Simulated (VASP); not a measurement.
# GaN (Fm-3m) in VASP: further runs

GaN is run at these levels: r2SCAN; tasks: single point.

Everything below comes from runs of VASP 6.6.1. Logs are shortened: lines on timing, memory, paths and dates and some standing lists are left out, and cuts for length are marked.

### 1 The cell of the first run

Symmetry: Fm-3m, No. 225, cubic system. The conventional cell has a = 4.270 Å, b = 4.270 Å, c = 4.270 Å, α = 90.00°, β = 90.00°, γ = 90.00°. Within 2.8 Å of Ga (site symmetry m-3m) lie 6 N at 2.14 Å. Within 2.8 Å of N (site symmetry m-3m) lie 6 Ga at 2.14 Å.

### 2 Single point, r2SCAN

Input file POSCAR:

```
GaN
1.0
    0.0000000000      2.1352350000      2.1352350000
    2.1352350000      0.0000000000      2.1352350000
    2.1352350000      2.1352350000      0.0000000000
Ga N
1 1
Direct
    0.0000000000      0.0000000000      0.0000000000
    0.5000000000      0.5000000000      0.5000000000
```

Input file INCAR.step1:

```
PREC = Accurate
ENCUT = 660
ISMEAR = 0
SIGMA = 0.01
LREAL = False
LASPH = True
NELM = 120
NBANDS = 16
GGA = PE
ALGO = Normal
EDIFF = 1E-5
LWAVE = True
LCHARG = False
GGA_COMPAT = False
```

Input file INCAR.step2:

```
PREC = Accurate
ENCUT = 660
EDIFF = 1E-6
ISMEAR = 0
SIGMA = 0.01
LREAL = False
LASPH = True
NELM = 120
ALGO = Normal
ISIF = 2
LWAVE = False
LCHARG = False
METAGGA = R2SCAN
LMIXTAU = True
NBANDS = 16
ISTART = 1
GGA_COMPAT = False
```

Input file KPOINTS:

```
Automatic mesh
0
Gamma
  7 7 7
```

Potentials or basis: VASP PAW PBE potentials, release 64 (Ga_d, N).

On the command line:

```bash
$ cat potpaw_PBE.64/Ga_d/POTCAR potpaw_PBE.64/N/POTCAR > POTCAR
$ cp INCAR.step1 INCAR
$ mpirun -np 1 vasp_std > vasp.out
$ cp INCAR.step2 INCAR
$ mpirun -np 1 vasp_std > vasp.out
```

OUTCAR:

```text
PREC = Accurate
   ENCUT = 660
   EDIFF = 1E-6
   ISMEAR = 0
   LREAL = False
   LASPH = True
   NELM = 120
   ISIF = 2
   METAGGA = R2SCAN
   ISTART = 1

 ion  position               nearest neighbor table
   1  0.000  0.000  0.000-   2 2.14   2 2.14   2 2.14   2 2.14   2 2.14   2 2.14
   2  0.500  0.500  0.500-   1 2.14   1 2.14   1 2.14   1 2.14   1 2.14   1 2.14

  LATTYP: Found a face centered cubic cell.
 ALAT       =     4.2704700000

  Lattice vectors:

 A1 = (   0.0000000000,   2.1352350000,   2.1352350000)
 A2 = (   2.1352350000,   0.0000000000,   2.1352350000)
 A3 = (   2.1352350000,   2.1352350000,   0.0000000000)

Analysis of symmetry for initial positions (statically):
=====================================================================
 Subroutine PRICEL returns:
 Original cell was already a primitive cell.

 Routine SETGRP: Setting up the symmetry group for a
 face centered cubic supercell.

 Subroutine GETGRP returns: Found 48 space group operations
 (whereof 48 operations were pure point group operations)
 out of a pool of 48 trial point group operations.

The static configuration has the point symmetry O_h .

Analysis of symmetry for dynamics (positions and initial velocities):
=====================================================================
 Subroutine PRICEL returns:
 Original cell was already a primitive cell.

 Routine SETGRP: Setting up the symmetry group for a
 face centered cubic supercell.

 Subroutine GETGRP returns: Found 48 space group operations
 (whereof 48 operations were pure point group operations)
 out of a pool of 48 trial point group operations.

The dynamic configuration has the point symmetry O_h .

 Subroutine INISYM returns: Found 48 space group operations
 (whereof 48 operations are pure point group operations),
 and found     1 'primitive' translations

----------------------------------------------------------------------------------------

                                     Primitive cell

  volume of cell :      19.4700

  direct lattice vectors                    reciprocal lattice vectors
     0.000000000  2.135235000  2.135235000    -0.234166263  0.234166263  0.234166263
     2.135235000  0.000000000  2.135235000     0.234166263 -0.234166263  0.234166263
     2.135235000  2.135235000  0.000000000     0.234166263  0.234166263 -0.234166263

  length of vectors
     3.019678296  3.019678296  3.019678296     0.405587864  0.405587864  0.405587864
[... 75 lines left out ...]
   NELM   =    120;   NELMIN=  2; NELMDL=  0     # of ELM steps
   EDIFF  = 0.1E-05   stopping-criterion for ELM
   LREAL  =      F    real-space projection
   EDIFFG = 0.1E-04   stopping-criterion for IOM
   NSW    =      0    number of steps for IOM
   IBRION =     -1    ionic relax: 0-MD 1-quasi-New 2-CG
   NFREE  =      0    steps in history (QN), initial steepest desc. (CG)
   ISIF   =      2    stress and relaxation
   ISYM   =      2    0-nonsym 1-usesym 2-fastsym
   POTIM  = 0.5000    time-step for ionic-motion
   TEBEG  =    0.0;   TEEND  =   0.0 temperature during run
   PSTRESS=    0.0 pullay stress
   NELECT =      18.0000    total number of electrons
   NUPDOWN=      -1.0000    fix difference up-down
   EMIN   =  10.00;   EMAX   =-10.00  energy-range for DOS
   EFERMI =   0.00;   METHOD = LEGACY
   ISMEAR =     0;   SIGMA  =   0.01  broadening in eV -4-tet -1-fermi 0-gaus
   EFERMI_NEDOS =   21; number of points for ismear=-14 and -15
   IALGO  =     38    algorithm
   IMIX   =      4    mixing-type and parameters
     AMIX     =   0.40;   BMIX     =  1.00
     AMIX_MAG =   1.60;   BMIX_MAG =  1.00
  volume/ion in A,a.u.               =       9.74        65.70
  Fermi-wavevector in a.u.,A,eV,Ry     =   1.594814  3.013761 34.605481  2.543431
  Thomas-Fermi vector in A             =   2.692830
   LORBIT       =      0    0 simple, 1 ext, 2 COOP (PROOUT), +10 PAW based schemes
   METAGGA = R2SCAN    functional components
   LHFCALC =     F    Hartree Fock is set to
   AEXX    =    0.0000 exact exchange contribution
   IVDW    =     0    specifies the selected vdW correction
   LEPSILON=     F    determine dielectric tensor
   LRPA    =     F    only Hartree local field effects (RPA)
 non-spin polarized calculation
 Gauss-broadening in eV      SIGMA  =   0.01
  energy-cutoff  :      660.00
  volume of cell :       19.47
 maximum number of plane-waves:       760
 NGX is ok and might be reduce to    28
   NGX = 13   NGY = 13   NGZ = 13

 number of electron      18.0000003 magnetization

 Free energy of the ion-electron system (eV)
  ---------------------------------------------------
  ext. energy  EPLUGINS =         0.00000000
  ---------------------------------------------------
  free energy    TOTEN  =       -20.95935467 eV

  energy without entropy =      -20.95935467  energy(sigma->0) =      -20.95935467

 E-fermi :   7.4066     XC(G=0): -13.9751

 val. band max:        7.2468753022   @ k =  -0.1429   0.1429   0.0000
 cond. band min:       8.5616519364   @ k =   0.4286   0.4286   0.0000
 fundamental gap:      1.3147766342
 Fermi energy:         7.4065720461

 k-point     1 :       0.0000    0.0000    0.0000
  band No.  band energies     occupation
      1     -10.4758      2.00000
      2      -7.1345      2.00000
      3      -7.1345      2.00000
      4      -7.1345      2.00000
      5      -7.0722      2.00000
      6      -7.0722      2.00000
[... 357 lines left out ...]
      3      -7.1317      2.00000
      4      -7.0785      2.00000
      5      -6.8976      2.00000
      6      -4.7976      2.00000
[... 8 lines left out ...]
     15      27.8263      0.00000
     16      35.5931      0.00000

------------------------ aborting loop because EDIFF is reached ----------------------------------------

  FORCE on cell =-STRESS in cart. coord.  units (eV):
  Direction    XX          YY          ZZ          XY          YZ          ZX
  --------------------------------------------------------------------------------------
  -------------------------------------------------------------------------------------
  Total       -0.9130752     -0.9130752     -0.9130752     -0.0000000     -0.0000000     -0.0000000
  in kB      -75.1363515    -75.1363515    -75.1363515     -0.0000000     -0.0000000     -0.0000000
  external PRESSURE =     -75.1363515 kB  Pullay stress =       0.0000000 kB

 VOLUME and BASIS-vectors are now :
 -----------------------------------------------------------------------------
  energy-cutoff  :      660.00
  volume of cell :       19.47
      direct lattice vectors                 reciprocal lattice vectors
     0.000000000  2.135235000  2.135235000    -0.234166263  0.234166263  0.234166263
     2.135235000  0.000000000  2.135235000     0.234166263 -0.234166263  0.234166263
     2.135235000  2.135235000  0.000000000     0.234166263  0.234166263 -0.234166263

 POSITION                                       TOTAL-FORCE (eV/Angst)
 -----------------------------------------------------------------------------------
      0.00000      0.00000      0.00000         0.000000     -0.000000     -0.000000
      2.13524      2.13524      2.13524        -0.000000      0.000000      0.000000
 -----------------------------------------------------------------------------------
    total drift:                                0.000000      0.000000      0.000000

  FREE ENERGIE OF THE ION-ELECTRON SYSTEM (eV)
  ---------------------------------------------------
  free  energy   TOTEN  =       -20.9593546681 eV

  energy  without entropy=      -20.9593546681  energy(sigma->0) =      -20.95935467
```

OSZICAR.step1:

```text
N       E                     dE             d eps       ncg     rms          rms(c)
DAV:   1     0.865874017879E+02    0.86587E+02   -0.10811E+04   720   0.244E+03
DAV:   2    -0.666918035837E+01   -0.93257E+02   -0.85366E+02   704   0.365E+02
DAV:   3    -0.129319793930E+02   -0.62628E+01   -0.62235E+01   752   0.794E+01
DAV:   4    -0.130003972241E+02   -0.68418E-01   -0.68406E-01   776   0.923E+00
DAV:   5    -0.130011330994E+02   -0.73588E-03   -0.73587E-03   792   0.857E-01    0.725E+00
DAV:   6    -0.112289811489E+02    0.17722E+01   -0.44401E+00   928   0.395E+01    0.237E+00
DAV:   7    -0.112204967264E+02    0.84844E-02   -0.22510E-01   768   0.535E+00    0.153E+00
DAV:   8    -0.112076624109E+02    0.12834E-01   -0.36797E-02   744   0.227E+00    0.545E-01
DAV:   9    -0.112056983414E+02    0.19641E-02   -0.69198E-03   840   0.184E+00    0.121E-01
DAV:  10    -0.112057369014E+02   -0.38560E-04   -0.64707E-04   768   0.332E-01    0.321E-02
DAV:  11    -0.112057259039E+02    0.10998E-04   -0.54196E-05   808   0.948E-02    0.926E-03
DAV:  12    -0.112057273464E+02   -0.14425E-05   -0.36950E-06   392   0.302E-02
   1 F= -.11205727E+02 E0= -.11205727E+02  d E =-.754547E-16
```

Wall time 33 s (1 thread of Intel Xeon Platinum 8559C (Emerald Rapids), shared host); peak memory 0.17 GiB.

What came out:

- Free energy: -20.9594 eV
- Pressure: -7.5 GPa
- Band gap on the k mesh: 1.31 eV, indirect (least direct gap 2.91 eV)

Caveat: the PAW data sets were made with another functional, which shifts forces and pressure a little.

### 3 Single point, r2SCAN

POSCAR is that of step 2.

Input file INCAR.step1:

```
SYSTEM = GaN
ALGO = Normal ; EDIFF = 1E-5
ENCUT = 660 ; GGA = PE
GGA_COMPAT = .False. ; ISMEAR = 0
LASPH = .True. ; LCHARG = .False.
LREAL = .False. ; LWAVE = .True.
NBANDS = 16 ; NELM = 120
PREC = Accurate ; SIGMA = 0.01
```

Input file INCAR.step2:

```
SYSTEM = GaN
ALGO = Normal ; EDIFF = 1E-6
ENCUT = 660 ; GGA_COMPAT = .False.
ISIF = 2 ; ISMEAR = 0
ISTART = 1 ; LASPH = .True.
LCHARG = .False. ; LMIXTAU = .True.
LREAL = .False. ; LWAVE = .False.
METAGGA = R2SCAN ; NBANDS = 16
NELM = 120 ; PREC = Accurate
SIGMA = 0.01
```

Input file KPOINTS:

```
k-points
0
Gamma
  7 7 7
  0 0 0
```

Potentials or basis: VASP PAW PBE potentials, release 64 (Ga_d, N).

On the command line:

```bash
$ cat potpaw_PBE.64/Ga_d/POTCAR potpaw_PBE.64/N/POTCAR > POTCAR
$ cp INCAR.step1 INCAR
$ mpirun -np 1 vasp_std > vasp.out
$ cp INCAR.step2 INCAR
$ mpirun -np 1 vasp_std > vasp.out
```

OUTCAR:

```text
SYSTEM = GaN
   EDIFF = 1E-6
   ENCUT = 660
   ISIF = 2
   ISMEAR = 0
   ISTART = 1
   LASPH = .True.
   LREAL = .False.
   METAGGA = R2SCAN
   NELM = 120
   PREC = Accurate

 ion  position               nearest neighbor table
   1  0.000  0.000  0.000-   2 2.14   2 2.14   2 2.14   2 2.14   2 2.14   2 2.14
   2  0.500  0.500  0.500-   1 2.14   1 2.14   1 2.14   1 2.14   1 2.14   1 2.14

  LATTYP: Found a face centered cubic cell.
 ALAT       =     4.2704700000

  Lattice vectors:

 A1 = (   0.0000000000,   2.1352350000,   2.1352350000)
 A2 = (   2.1352350000,   0.0000000000,   2.1352350000)
 A3 = (   2.1352350000,   2.1352350000,   0.0000000000)

Analysis of symmetry for initial positions (statically):
=====================================================================
 Subroutine PRICEL returns:
 Original cell was already a primitive cell.

 Routine SETGRP: Setting up the symmetry group for a
 face centered cubic supercell.

 Subroutine GETGRP returns: Found 48 space group operations
 (whereof 48 operations were pure point group operations)
 out of a pool of 48 trial point group operations.

The static configuration has the point symmetry O_h .
[... 156 lines left out ...]

 E-fermi :   7.4066     XC(G=0): -13.9751

 val. band max:        7.2468753022   @ k =  -0.1429   0.1429   0.0000
 cond. band min:       8.5616519364   @ k =   0.4286   0.4286   0.0000
 fundamental gap:      1.3147766342
 Fermi energy:         7.4065720461

 k-point     1 :       0.0000    0.0000    0.0000
  band No.  band energies     occupation
      1     -10.4758      2.00000
      2      -7.1345      2.00000
      3      -7.1345      2.00000
      4      -7.1345      2.00000
      5      -7.0722      2.00000
      6      -7.0722      2.00000
[... 357 lines left out ...]
      3      -7.1317      2.00000
      4      -7.0785      2.00000
      5      -6.8976      2.00000
      6      -4.7976      2.00000
[... 8 lines left out ...]
     15      27.8263      0.00000
     16      35.5931      0.00000

------------------------ aborting loop because EDIFF is reached ----------------------------------------

  FORCE on cell =-STRESS in cart. coord.  units (eV):
  Direction    XX          YY          ZZ          XY          YZ          ZX
  --------------------------------------------------------------------------------------
  -------------------------------------------------------------------------------------
  Total       -0.9130752     -0.9130752     -0.9130752     -0.0000000     -0.0000000     -0.0000000
  in kB      -75.1363515    -75.1363515    -75.1363515     -0.0000000     -0.0000000     -0.0000000
  external PRESSURE =     -75.1363515 kB  Pullay stress =       0.0000000 kB

 VOLUME and BASIS-vectors are now :
 -----------------------------------------------------------------------------
  energy-cutoff  :      660.00
  volume of cell :       19.47
      direct lattice vectors                 reciprocal lattice vectors
     0.000000000  2.135235000  2.135235000    -0.234166263  0.234166263  0.234166263
     2.135235000  0.000000000  2.135235000     0.234166263 -0.234166263  0.234166263
     2.135235000  2.135235000  0.000000000     0.234166263  0.234166263 -0.234166263

 POSITION                                       TOTAL-FORCE (eV/Angst)
 -----------------------------------------------------------------------------------
      0.00000      0.00000      0.00000         0.000000     -0.000000     -0.000000
      2.13524      2.13524      2.13524        -0.000000      0.000000      0.000000
 -----------------------------------------------------------------------------------
    total drift:                                0.000000      0.000000      0.000000

  FREE ENERGIE OF THE ION-ELECTRON SYSTEM (eV)
  ---------------------------------------------------
  free  energy   TOTEN  =       -20.9593546681 eV

  energy  without entropy=      -20.9593546681  energy(sigma->0) =      -20.95935467
```

OSZICAR.step1:

```text
N       E                     dE             d eps       ncg     rms          rms(c)
DAV:   1     0.865874017879E+02    0.86587E+02   -0.10811E+04   720   0.244E+03
DAV:   2    -0.666918035837E+01   -0.93257E+02   -0.85366E+02   704   0.365E+02
DAV:   3    -0.129319793930E+02   -0.62628E+01   -0.62235E+01   752   0.794E+01
DAV:   4    -0.130003972241E+02   -0.68418E-01   -0.68406E-01   776   0.923E+00
DAV:   5    -0.130011330994E+02   -0.73588E-03   -0.73587E-03   792   0.857E-01    0.725E+00
DAV:   6    -0.112289811489E+02    0.17722E+01   -0.44401E+00   928   0.395E+01    0.237E+00
DAV:   7    -0.112204967264E+02    0.84844E-02   -0.22510E-01   768   0.535E+00    0.153E+00
DAV:   8    -0.112076624109E+02    0.12834E-01   -0.36797E-02   744   0.227E+00    0.545E-01
DAV:   9    -0.112056983414E+02    0.19641E-02   -0.69198E-03   840   0.184E+00    0.121E-01
DAV:  10    -0.112057369014E+02   -0.38560E-04   -0.64707E-04   768   0.332E-01    0.321E-02
DAV:  11    -0.112057259039E+02    0.10998E-04   -0.54196E-05   808   0.948E-02    0.926E-03
DAV:  12    -0.112057273464E+02   -0.14425E-05   -0.36950E-06   392   0.302E-02
   1 F= -.11205727E+02 E0= -.11205727E+02  d E =-.754547E-16
```

Wall time 33 s (1 thread of Intel Xeon Platinum 8559C (Emerald Rapids), shared host); peak memory 0.16 GiB.

Results:

```
Free energy            : -20.9594 eV
Pressure               : -7.5 GPa
Band gap on the k mesh : 1.31 eV, indirect (least direct gap 2.91 eV)
```

Levels at points of the mesh, in eV from the valence-band top:
| k point | band 6 | band 7 | band 8 | band 9 | band 10 | band 11 | band 12 | band 13 |
| --- | --- | --- | --- | --- | --- | --- | --- | --- |
| (0.00, 0.00, 0.00) | -14.32 | -0.45 | -0.45 | -0.45 | 2.46 | 15.30 | 15.30 | 15.30 |

Caveat: the PAW data sets were made with another functional, which shifts forces and pressure a little. A k mesh can miss the band edges.
